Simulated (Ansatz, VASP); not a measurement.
# Two plane-wave programs on SnSe2

The input POSCAR:

```
SnSe2
1.0
    3.7495203087      0.0000000000      0.0000000000
   -1.8747601544      3.2471798393      0.0000000000
    0.0000000000      0.0000000000      6.3398987578
Sn Se
1 2
Direct
    0.0000000000      0.0000000000      0.0000000000
    0.3333333333      0.6666666667      0.2500000000
    0.6666666667      0.3333333333      0.7500000000
```

The input INCAR.step1:

```
PREC     = Accurate       # precision mode
ENCUT    = 520            # plane-wave cutoff, eV
ISMEAR   = 0              # smearing method
SIGMA    = 0.05           # smearing width, eV
LREAL    = F              # projectors in reciprocal space
LASPH    = T              # aspherical terms in the spheres
NELM     = 60             # most SCF steps
NBANDS   = 20             # bands
GGA      = PE             # functional
ALGO     = Normal         # electronic algorithm
EDIFF    = 1E-4           # SCF threshold, eV
LWAVE    = T              # write WAVECAR
LCHARG   = F              # write CHGCAR
```

Contents of INCAR.step2:

```
PREC     = Accurate       # precision mode
ENCUT    = 520            # plane-wave cutoff, eV
EDIFF    = 1E-6           # SCF threshold, eV
ISMEAR   = 0              # smearing method
SIGMA    = 0.05           # smearing width, eV
LREAL    = F              # projectors in reciprocal space
LASPH    = T              # aspherical terms in the spheres
NELM     = 60             # most SCF steps
ALGO     = Normal         # electronic algorithm
ISIF     = 2              # what is computed and relaxed
LWAVE    = F              # write WAVECAR
LCHARG   = F              # write CHGCAR
METAGGA  = R2SCAN         # meta-GGA
LMIXTAU  = T            
NBANDS   = 20             # bands
ISTART   = 1
```

The input KPOINTS:

```
Automatic mesh
0
Gamma
  12 12 6
```

Input for Ansatz:

```yaml
crystal:
  lattice:
    - [3.7495203087, 0.0, 0.0]
    - [-1.8747601544, 3.2471798393, 0.0]
    - [0.0, 0.0, 6.3398987578]
  atoms:
    - { symbol: Sn, position: [0.0, 0.0, 0.0] }
    - { symbol: Se, position: [0.3333333333, 0.6666666667, 0.25] }
    - { symbol: Se, position: [0.6666666667, 0.3333333333, 0.75] }
basis:
  ecutwfc: 500
kpoints:
  mp_grid: { grid: [12, 12, 6] }
hamiltonian:
  xc: r2scan
scf:
  occupations: { method: gaussian, width: 0.05 }
output:
  forces: true
  stress: true
  eigenvalues: true
  write_density: true
  write_potential: true
  elf: true
  volumetric_format: npy
```

Alike in both runs: task single point; functional r2SCAN; k mesh 12 × 12 × 6; occupations gaussian, width 0.05 eV; no spin polarisation.

```csv
,VASP,Ansatz
version,VASP 6.6.1,Ansatz 0.2.0
potentials or method,"VASP PAW PBE potentials, release 64 (Sn_d, Se), cutoff 520 eV","scalar-relativistic, plane waves, PAW"
valence electrons in the cell,26,46
```

|  | VASP | Ansatz | Ansatz less VASP |
| --- | --- | --- | --- |
| gap on the k mesh at the Fermi level (eV) | 0.95 | 0.95 | -0.003 |
| least direct gap on the mesh (eV) | 1.52 | 1.51 | -0.002 |
| pressure (GPa) | 3.5 | 3.4 | -0.07 |
| traceless stress, the component that is largest in VASP (GPa) | -1.51 | -1.50 | +0.002 |
| rms of the force components (eV/Å) | 0.076 | 0.069 | -0.0074 |

VASP's potentials were made for PBE, not for r2SCAN. Atom by atom the forces differ by 0.007 eV/Å (rms over components). VASP's potentials hold 26 valence electrons a cell and Ansatz's 46, so a difference there can come from the potentials and not from the codes.
